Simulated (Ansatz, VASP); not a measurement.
**One calculation of LiNbO3, two programs**

```
CELL_PARAMETERS angstrom
2.56728 1.48222 4.60843
-2.56728 1.48222 4.60843
0.00000 -2.96444 4.60843
ATOMIC_POSITIONS crystal
Li 0.28174 0.28174 0.28174
Li 0.78174 0.78174 0.78174
Nb 0.99931 0.99931 0.99931
Nb 0.49931 0.49931 0.49931
O 0.11026 0.36085 0.71950
O 0.71950 0.11026 0.36085
O 0.36085 0.71950 0.11026
O 0.21950 0.86085 0.61026
O 0.86085 0.61026 0.21950
O 0.61026 0.21950 0.86085
```

Alike in both runs: task single point; functional PBEsol; k mesh 6 × 6 × 6; occupations gaussian, width 0.02 eV; no spin polarisation.

|  | VASP | Ansatz |
| --- | --- | --- |
| version | VASP 6.6.1 | Ansatz 0.2.0 |
| potentials or method | VASP PAW PBE potentials, release 64 (Li_sv, Nb_sv, O), cutoff 520 eV | scalar-relativistic, plane waves, PAW |
| valence electrons in the cell | 68 | 68 |

|  | VASP | Ansatz | Ansatz less VASP |
| --- | --- | --- | --- |
| gap on the k mesh at the Fermi level (eV) | 3.51 | 3.52 | +0.012 |
| least direct gap on the mesh (eV) | 3.53 | 3.54 | +0.011 |
| rms of the force components (eV/Å) | 0.013 | 0.001 | -0.0119 |

VASP's potentials were made for PBE, not for PBEsol. Atom by atom the forces differ by 0.012 eV/Å (rms over components).

Noted on VASP's run: the cutoff is short for stress, so the pressure is rough.
